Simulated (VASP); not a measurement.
Input of a VASP 6.6.1 run:

File INCAR:

```
SYSTEM = Ni
PREC = Accurate
ENCUT = 520
EDIFF = 1E-6
ISMEAR = -1
SIGMA = 0.1
LREAL = .FALSE.
LASPH = .TRUE.
NELM = 100
ALGO = Normal
ISIF = 2
LWAVE = .FALSE.
LCHARG = .FALSE.
GGA = PS
NBANDS = 28
```

The input KPOINTS:

```
regular mesh
0
G
  14 14 4
  0 0 0
```

File POSCAR:

```
Ni
1.0
    2.4451031932      0.0000000000      0.0000000000
   -1.2225515966      2.1175214801      0.0000000000
    0.0000000000      0.0000000000      8.0100415225
Ni
4
Direct
    1.0000000000      1.0000000000      0.0000000000
    1.0000000000      1.0000000000      0.5000000000
    0.3333333333      0.6666666667      0.2500000000
    0.6666666667      0.3333333333      0.7500000000
```

Potentials or basis: VASP PAW PBE potentials, release 64 (Ni).

Command:

```bash
$ cat potpaw_PBE.64/Ni/POTCAR > POTCAR
$ mpirun -np 1 vasp_std > vasp.out
```

Task: What does it give for the pressure?

Result: 0.2 GPa.

Task: Estimate the band gap on the k mesh.

Result: Zero (bands 20 and 21 overlap by 0.60 eV).

Caveat: the PAW data sets were made with another functional, which shifts forces and pressure a little; the run has no spin polarisation, though such a crystal can be magnetic. Spin polarisation is off, so any magnetic state and its effect on volume and gap are missing.
